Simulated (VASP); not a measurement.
A run of VASP 6.6.1 is set up as follows.

Contents of INCAR:

```
SYSTEM = Y3C2
PREC = Accurate
ENCUT = 520
EDIFF = 1E-6
ISMEAR = 0
SIGMA = 0.2
LREAL = .False.
LASPH = .True.
NELM = 80
ALGO = Normal
ISIF = 2
LWAVE = .False.
LCHARG = .False.
GGA = PE
NBANDS = 52
```

The input KPOINTS:

```
Automatic mesh
0
Gamma
  6 4 2
  0 0 0
```

POSCAR

```
Y3C2
1.0
    0.0000000000      0.0000000000     -3.2931999521
   -2.7397539069     -5.7659788929      0.0000000000
   -8.2192617206      5.7659788929      0.0000000000
Y C
6 4
Direct
    0.5000000000      0.0000000000      0.0000000000
    0.5000000000      0.5000000000      0.5000000000
    0.5000000000      0.9783016582      0.6738994473
    0.5000000000      0.4783016582      0.1738994473
    0.5000000000      0.5216983418      0.8261005527
    0.5000000000      0.0216983418      0.3261005527
    0.0000000000      0.6842812695      0.6842812695
    0.0000000000      0.1842812695      0.1842812695
    0.0000000000      0.8157187305      0.8157187305
    0.0000000000      0.3157187305      0.3157187305
```

Potentials or basis: VASP PAW PBE potentials, release 64 (Y_sv, C).

Launch:

```bash
$ cat potpaw_PBE.64/Y_sv/POTCAR potpaw_PBE.64/C/POTCAR > POTCAR
$ mpirun -np 1 vasp_std > vasp.out
```

(1) What does it give for the pressure?

(2) Predict the band gap on the k mesh.

Answers

(1) 0.1 GPa.

(2) zero (bands 41 and 42 overlap by 0.86 eV).
